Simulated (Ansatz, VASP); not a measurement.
**One calculation of BN, two programs**

INCAR

```
SYSTEM = BN
ALGO     = Normal         ! electronic algorithm
EDIFF    = 1E-6           ! SCF threshold, eV
ENCUT    = 600            ! plane-wave cutoff, eV
GGA      = PE             ! functional
GGA_COMPAT= .FALSE.      
ISIF     = 2              ! what is computed and relaxed
ISMEAR   = 0              ! smearing method
LASPH    = .TRUE.         ! aspherical terms in the spheres
LCHARG   = .FALSE.        ! write CHGCAR
LREAL    = .FALSE.        ! projectors in reciprocal space
LWAVE    = .FALSE.        ! write WAVECAR
NBANDS   = 11             ! bands
NELM     = 120            ! most SCF steps
PREC     = Accurate       ! precision mode
SIGMA    = 0.01           ! smearing width, eV
```

Contents of KPOINTS:

```
k-points
0
G
  12 12 12
  0 0 0
```

File POSCAR:

```
BN
1.0
    0.0000000000      1.8048245576      1.8048245576
    1.8048245576      0.0000000000      1.8048245576
    1.8048245576      1.8048245576      0.0000000000
B N
1 1
Direct
    0.0000000000      0.0000000000      0.0000000000
    0.2500000000      0.2500000000      0.2500000000
```

Input for Ansatz:

```yaml
crystal:
  lattice:
    - [0.0, 1.8048245576, 1.8048245576]
    - [1.8048245576, 0.0, 1.8048245576]
    - [1.8048245576, 1.8048245576, 0.0]
  atoms:
    - { symbol: B, position: [0.0, 0.0, 0.0] }
    - { symbol: "N", position: [0.25, 0.25, 0.25] }
kpoints:
  mp_grid: { grid: [12, 12, 12] }
  band_path:
    path:
      - [0.0, 0.0, 0.0]
      - [-0.5, -0.5, 0.0]
      - [-0.375, -0.375, 0.25]
      - [-0.375, 0.0, 0.375]
      - [0.0, 0.0, 0.5]
      - [-0.5, -0.25, 0.25]
      - [0.0, 0.5, 0.5]
    npoints: 1
hamiltonian:
  xc: pbe
scf:
  occupations: { method: fixed }
  n_extra_bands: 4
output:
  forces: true
  stress: true
  eigenvalues: true
```

Alike in both runs: task single point; functional PBE; k mesh 12 × 12 × 12; no spin polarisation.

|  | VASP | Ansatz |
| --- | --- | --- |
| version | VASP 6.6.1 | Ansatz 0.2.0 |
| potentials or method | VASP PAW PBE potentials, release 64 (B, N) | plane waves, PAW |
| plane-wave cutoff (eV) | 600 | 420 |
| occupations | gaussian, width 0.01 eV | fixed |
| valence electrons in the cell | 8 | 8 |

```csv
,VASP,Ansatz,Ansatz less VASP
gap on the k mesh at the Fermi level (eV),4.46,4.48,+0.013
pressure (GPa),4.7,4.7,0.00
```
